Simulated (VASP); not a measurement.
# Ti in VASP: notebook, part 2 of 3

VASP 6.6.1. The steps go on from the part before.

## Step 3: Electric field gradients, PBE (equal xy, yz and zx shear strains of -2 %)

The input, INCAR:

```
ALGO = Normal
EDIFF = 1E-8
ENCUT = 520
GGA = PE
ISIF = 2
ISMEAR = -1
LASPH = T
LCHARG = F
LEFG = T
LREAL = F
LWAVE = F
NBANDS = 12
NELM = 60
PREC = Accurate
SIGMA = 0.05
```

The input, KPOINTS:

```
k-points
0
Gamma
  14 14 14
```

The input, POSCAR:

```
Ti
1.0
   -1.6738200000      1.6410000000      1.6410000000
    1.6410000000     -1.6738200000      1.6410000000
    1.6410000000      1.6410000000     -1.6738200000
Ti
1
Direct
    0.0000000000      0.0000000000      0.0000000000
```

Potentials or basis: VASP PAW PBE potentials, release 64 (Ti_sv).

Started as:

```console
cat potpaw_PBE.64/Ti_sv/POTCAR > POTCAR
mpirun -np 1 vasp_std > vasp.out
```

OUTCAR:

```text
EDIFF = 1E-8
   ENCUT = 520
   GGA = PE
   ISIF = 2
   ISMEAR = -1
   LASPH = T
   LREAL = F
   NELM = 60
   PREC = Accurate

 ion  position               nearest neighbor table
   1  0.000  0.000  0.000-

  LATTYP: Found a trigonal (rhomboedric) cell.
 ALAT       =     2.8613694960
 COS(alpha) =    -0.3420602552

  Lattice vectors:

 A1 = (  -1.6738200000,   1.6410000000,   1.6410000000)
 A2 = (   1.6410000000,  -1.6738200000,   1.6410000000)
 A3 = (   1.6410000000,   1.6410000000,  -1.6738200000)

Analysis of symmetry for initial positions (statically):
=====================================================================
 Subroutine PRICEL returns:
 Original cell was already a primitive cell.

 Routine SETGRP: Setting up the symmetry group for a
 trigonal (rhombohedral) supercell.

 Subroutine GETGRP returns: Found 12 space group operations
 (whereof 12 operations were pure point group operations)
 out of a pool of 12 trial point group operations.

The static configuration has the point symmetry D_3d.

Analysis of symmetry for dynamics (positions and initial velocities):
=====================================================================
 Subroutine PRICEL returns:
 Original cell was already a primitive cell.

 Routine SETGRP: Setting up the symmetry group for a
 trigonal (rhombohedral) supercell.

 Subroutine GETGRP returns: Found 12 space group operations
 (whereof 12 operations were pure point group operations)
 out of a pool of 12 trial point group operations.

The dynamic configuration has the point symmetry D_3d.

 Subroutine INISYM returns: Found 12 space group operations
 (whereof 12 operations are pure point group operations),
 and found     1 'primitive' translations

----------------------------------------------------------------------------------------

                                     Primitive cell

  volume of cell :      17.6707

  direct lattice vectors                    reciprocal lattice vectors
    -1.673820000  1.641000000  1.641000000     0.006156643  0.307832149  0.307832149
     1.641000000 -1.673820000  1.641000000     0.307832149  0.006156643  0.307832149
     1.641000000  1.641000000 -1.673820000     0.307832149  0.307832149  0.006156643

  length of vectors
     2.861369496  2.861369496  2.861369496     0.435383932  0.435383932  0.435383932

  position of ions in fractional coordinates (direct lattice)
     0.000000000  0.000000000  0.000000000

  ion indices of the primitive-cell ions
   primitive index   ion index
                 1           1

----------------------------------------------------------------------------------------

 KPOINTS: k-points

Automatic generation of k-mesh.
 Grid dimensions read from file:
 generate k-points for:   14   14   14

 Generating k-lattice:

  Cartesian coordinates                     Fractional coordinates (reciprocal lattice)
     0.000439760  0.021988011  0.021988011     0.071428571  0.000000000  0.000000000
[... 73 lines left out ...]
   EFERMI =   0.00;   METHOD = LEGACY
   ISMEAR =    -1;   SIGMA  =   0.05  broadening in eV -4-tet -1-fermi 0-gaus
   EFERMI_NEDOS =   21; number of points for ismear=-14 and -15
   IALGO  =     38    algorithm
   IMIX   =      4    mixing-type and parameters
     AMIX     =   0.40;   BMIX     =  1.00
     AMIX_MAG =   1.60;   BMIX_MAG =  1.00
  volume/ion in A,a.u.               =      17.67       119.25
  Fermi-wavevector in a.u.,A,eV,Ry     =   1.438966  2.719251 28.172520  2.070622
  Thomas-Fermi vector in A             =   2.557874
   LORBIT       =      0    0 simple, 1 ext, 2 COOP (PROOUT), +10 PAW based schemes
   GGA     = PE    functional components
   LHFCALC =     F    Hartree Fock is set to
   AEXX    =    0.0000 exact exchange contribution
   IVDW    =     0    specifies the selected vdW correction
   LEPSILON=     F    determine dielectric tensor
   LRPA    =     F    only Hartree local field effects (RPA)
 non-spin polarized calculation
  energy-cutoff  :      520.00
  volume of cell :       17.67
 maximum number of plane-waves:       488
 NGX is ok and might be reduce to    24
   NGX = 11   NGY = 11   NGZ = 11

 number of electron      12.0000000 magnetization

 Free energy of the ion-electron system (eV)
  ---------------------------------------------------
  ext. energy  EPLUGINS =         0.00000000
  ---------------------------------------------------
  free energy    TOTEN  =        -7.72760199 eV

  energy without entropy =       -7.70718917  energy(sigma->0) =       -7.71739558

 E-fermi :   7.9028     XC(G=0): -11.4123

 val. band max:        7.9021684890   @ k =  -0.2857   0.3571   0.0714
 cond. band min:       7.9044032469   @ k =  -0.3571   0.0714   0.0000
 fundamental gap:      0.0022347579
 Fermi energy:         7.9027793177

 k-point     1 :       0.0000    0.0000    0.0000
  band No.  band energies     occupation
      1     -48.6577      2.00000
      2     -24.5474      2.00000
      3     -24.5474      2.00000
      4     -24.5025      2.00000
      5       1.9940      2.00000
      6       8.6840      0.00000
      7       8.9673      0.00000
      8       8.9673      0.00000
      9      10.6137      0.00000
     10      10.6137      0.00000
     11      24.8012      0.00000
     12      25.3903      0.00000
[... 331 lines left out ...]
 k-point    24 :       0.2857    0.1429   -0.0000
  band No.  band energies     occupation
      1     -48.5413      2.00000
      2     -25.0758      2.00000
      3     -24.7238      2.00000
      4     -24.5815      2.00000
      5       5.5288      2.00000
      6       7.6732      1.97994
      7       8.0288      0.14883
      8      10.3106      0.00000
      9      10.8843      0.00000
     10      11.9427      0.00000
     11      18.8414      0.00000
     12      20.9868      0.00000

 [... further k-points ...]

------------------------ aborting loop because EDIFF is reached ----------------------------------------

  FORCE on cell =-STRESS in cart. coord.  units (eV):
  Direction    XX          YY          ZZ          XY          YZ          ZX
  --------------------------------------------------------------------------------------
  -------------------------------------------------------------------------------------
  Total       -0.2906168     -0.2906168     -0.2906168      0.0754133      0.0754133      0.0754133
  in kB      -26.3497632    -26.3497632    -26.3497632      6.8376028      6.8376028      6.8376028
  external PRESSURE =     -26.3497632 kB  Pullay stress =       0.0000000 kB

 VOLUME and BASIS-vectors are now :
 -----------------------------------------------------------------------------
  energy-cutoff  :      520.00
  volume of cell :       17.67
      direct lattice vectors                 reciprocal lattice vectors
    -1.673820000  1.641000000  1.641000000     0.006156643  0.307832149  0.307832149
     1.641000000 -1.673820000  1.641000000     0.307832149  0.006156643  0.307832149
     1.641000000  1.641000000 -1.673820000     0.307832149  0.307832149  0.006156643

 POSITION                                       TOTAL-FORCE (eV/Angst)
 -----------------------------------------------------------------------------------
      0.00000      0.00000      0.00000         0.000000     -0.000000      0.000000
 -----------------------------------------------------------------------------------
    total drift:                                0.000000      0.000000      0.000000

  FREE ENERGIE OF THE ION-ELECTRON SYSTEM (eV)
  ---------------------------------------------------
  free  energy   TOTEN  =        -7.7276019908 eV

  energy  without entropy=       -7.7071891745  energy(sigma->0) =       -7.71739558

 Electric field gradients (V/A^2)
---------------------------------------------------------------------
 ion       V_xx      V_yy      V_zz      V_xy      V_xz      V_yz
---------------------------------------------------------------------
   1       0.000     0.000    -0.000     4.857     4.857     4.857
---------------------------------------------------------------------

 Electric field gradients after diagonalization (V/A^2)
 (convention: |V_zz| > |V_xx| > |V_yy|)
----------------------------------------------------------------------
 ion       V_xx      V_yy      V_zz     asymmetry (V_yy - V_xx)/ V_zz
----------------------------------------------------------------------
   1      -4.857    -4.857     9.715       0.000
----------------------------------------------------------------------

           NMR quadrupolar parameters

 Cq : quadrupolar parameter    Cq=e*Q*V_zz/h
 eta: asymmetry parameters     (V_yy - V_xx)/ V_zz
 Q  : nuclear electric quadrupole moment in mb (millibarn)
----------------------------------------------------------------------
 ion       Cq(MHz)       eta       Q (mb)
----------------------------------------------------------------------
   1       0.023       0.000       1.000
----------------------------------------------------------------------
```

OSZICAR:

```text
N       E                     dE             d eps       ncg     rms          rms(c)
DAV:   1     0.871069170665E+02    0.87107E+02   -0.65682E+03  6932   0.120E+03
DAV:   2    -0.451653384462E+01   -0.91623E+02   -0.89280E+02  7128   0.296E+02
DAV:   3    -0.871373309102E+01   -0.41972E+01   -0.41527E+01  9552   0.650E+01
DAV:   4    -0.879736384592E+01   -0.83631E-01   -0.83552E-01  7776   0.822E+00
DAV:   5    -0.879930302657E+01   -0.19392E-02   -0.19391E-02  8136   0.112E+00    0.815E+00
DAV:   6    -0.772019599240E+01    0.10791E+01   -0.26055E+00  7496   0.226E+01    0.202E+00
DAV:   7    -0.771835147062E+01    0.18445E-02   -0.68075E-02  8192   0.269E+00    0.124E+00
DAV:   8    -0.772713684188E+01   -0.87854E-02   -0.33976E-02  7232   0.210E+00    0.984E-02
DAV:   9    -0.772758411365E+01   -0.44727E-03   -0.22211E-03  8380   0.444E-01    0.717E-02
DAV:  10    -0.772762513559E+01   -0.41022E-04   -0.20210E-04  7180   0.155E-01    0.135E-02
DAV:  11    -0.772760162085E+01    0.23515E-04   -0.20008E-05  8184   0.702E-02    0.101E-02
DAV:  12    -0.772760152563E+01    0.95223E-07   -0.20277E-06  7256   0.172E-02    0.117E-03
DAV:  13    -0.772760198126E+01   -0.45563E-06   -0.20551E-07  8972   0.307E-03    0.100E-03
DAV:  14    -0.772760199077E+01   -0.95160E-08   -0.22670E-08  7044   0.131E-03
   1 F= -.77276020E+01 E0= -.77173956E+01  d E =-.204128E-01
```

Run time: 40 s. Hardware: 1 thread of Intel Xeon 8259CL, shared host; peak memory 0.18 GiB.

Results:

```yaml
Free_energy: -7.7276 eV
Pressure: -2.6 GPa
Band_gap_on_the_k_mesh: zero (bands 6 and 7 overlap by 1.55 eV)
Largest_electric_field_gradient_by_atom: Ti +9.7 V/Å²
```

Levels at points of the mesh, in eV from the Fermi level:
```csv
k point,band 4,band 5,band 6,band 7,band 8,band 9
"(0.00, 0.00, 0.00)",-32.41,-5.91,0.78,1.06,1.06,2.71
"(0.50, 0.00, 0.00)",-32.45,-2.39,-0.34,1.24,2.63,2.95
"(0.50, 0.50, 0.00)",-32.42,-2.42,-0.41,0.95,2.74,3.09
"(0.50, 0.50, 0.50)",-32.85,-2.04,-2.04,3.75,3.75,4.00
```

Electric field gradients, principal values (V/Å²):
| atom | least | middle | greatest (by size) |
| --- | --- | --- | --- |
| 1 Ti | -4.857 | -4.857 | 9.715 |

Caveat: the cell differs from its parent crystal (equal xy, yz and zx shear strains of -2 %); without QUAD_EFG the Cq values of the log hold for a quadrupole moment of 1 mb, not for the nuclei.

[end of part 2 of 3]
